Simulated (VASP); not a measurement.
# H3CN: single point with PBE+D3(BJ)

The system is H3CN.

```
N C H
1.0
     8.43433    0.00000    0.00000
     0.00000    8.43433    0.00000
     0.00000    0.00000    8.43433
N C H
8 8 24
Direct
  0.11195 0.77655 0.77399
  0.21576 0.71117 0.82459
  0.69105 0.58073 0.21308
  0.81301 0.60516 0.24716
  0.63079 0.27233 0.02408
  0.53230 0.31707 0.10182
  0.27125 0.73222 0.40151
  0.26396 0.78588 0.27999
  0.84066 0.00437 0.62975
  0.74880 0.00647 0.47379
  0.01666 0.17911 0.08382
  0.12797 0.34079 0.12767
  0.25267 0.16225 0.54573
  0.20190 0.30406 0.64291
  0.75572 0.47595 0.59220
  0.56638 0.50096 0.63990
  0.76395 0.93871 0.71696
  0.97408 0.95061 0.62199
  0.83787 0.12906 0.66419
  0.68741 0.11144 0.45712
  0.80193 0.00736 0.35523
  0.64224 0.92175 0.50305
  0.88039 0.16924 0.11471
  0.05737 0.18467 0.96485
  0.08789 0.07046 0.12717
  0.25415 0.33792 0.09248
  0.07260 0.43648 0.15044
  0.17853 0.32755 0.25048
  0.21091 0.04546 0.54518
  0.24811 0.20015 0.42889
  0.38302 0.14487 0.53553
  0.29102 0.41437 0.62252
  0.07473 0.32885 0.64478
  0.20013 0.27483 0.77057
  0.77758 0.45226 0.48362
  0.82440 0.59641 0.60760
  0.79738 0.37491 0.67339
  0.51308 0.43788 0.74843
  0.52150 0.61814 0.62847
  0.52911 0.43887 0.53646
```

```
Program                : VASP 6.6.1
Task                   : single point
Functional             : PBE
Dispersion             : D3(BJ)
Potentials or basis    : VASP PAW PBE potentials, release 64 (N_h, C_h, H_h)
Cutoff                 : 1000 eV
k mesh                 : 1 × 1 × 1
Occupations            : fermi-dirac, width 0.05 eV
Spin                   : no spin polarisation
Dipole correction      : no
Further INCAR settings : LREAL = Auto; ALGO = Normal; EDIFF = 1e-06; NBANDS = 74
```

```yaml
Pressure: -0.5 GPa
Largest_force: 9.518 eV/Å
Band_gap_on_the_k_mesh: 4.39 eV
Dispersion_energy_per_atom: -0.034 eV
```

Forces on the atoms (eV/Å):
```
N    1.914 -1.336  1.025
N   -1.714  1.110 -0.820
N   -2.007 -0.096 -0.548
N    2.115  0.499  0.446
N   -2.170  0.878  1.471
N    2.023 -1.134 -1.593
N   -0.142  1.044 -2.390
N    0.141 -1.055  2.348
C    1.627 -0.590 -0.294
C   -1.662 -2.484  0.629
C    2.065  0.665  1.698
C    2.909 -7.861  2.074
C    2.412  1.385 -0.177
C    1.108  0.568  1.601
C   -1.240  2.953  8.963
C    1.925 -1.878 -0.318
H    1.038  0.256 -0.313
H   -2.860  1.202  0.268
H    0.805  0.027  0.654
H   -1.282  2.478  0.399
H    0.563 -1.307  0.163
H    1.508  0.559 -1.657
H    2.485  0.586 -0.672
H   -1.202 -0.627 -1.814
H   -1.122  1.150  0.027
H   -0.828  0.357 -1.744
H   -3.401  6.274 -0.026
H   -0.896 -0.527  0.399
H   -1.398 -1.346  0.807
H   -0.984  0.553 -2.646
H    0.105  0.112  1.175
H   -2.180 -1.982  0.297
H   -0.179  0.606 -1.282
H    1.001  0.059  0.255
H    0.525 -1.907 -6.376
H   -0.695 -1.863  0.482
H    0.074  1.373 -0.877
H    1.211  0.776 -1.103
H   -0.084  1.160  0.152
H   -1.506 -0.634 -0.679
```

Stress tensor (GPa, compression positive):
```
-3.23 -1.35  2.12
-1.35 -0.26  1.68
 2.12  1.68  1.91
```

Levels at points of the mesh, in eV from the valence-band top:
```
           k point  band 45  band 46  band 47  band 48  band 49  band 50  band 51  band 52
(0.00, 0.00, 0.00)    -0.57    -0.43    -0.35     0.00     4.39     4.46     4.52     4.62
```

It took 2.8 min on 1 thread of Intel(R) Xeon(R) 6975P-C (Granite Rapids) (shared host), peak memory 1.2 GiB.

Caveat: the k points lie up to 0.74 Å⁻¹ apart.
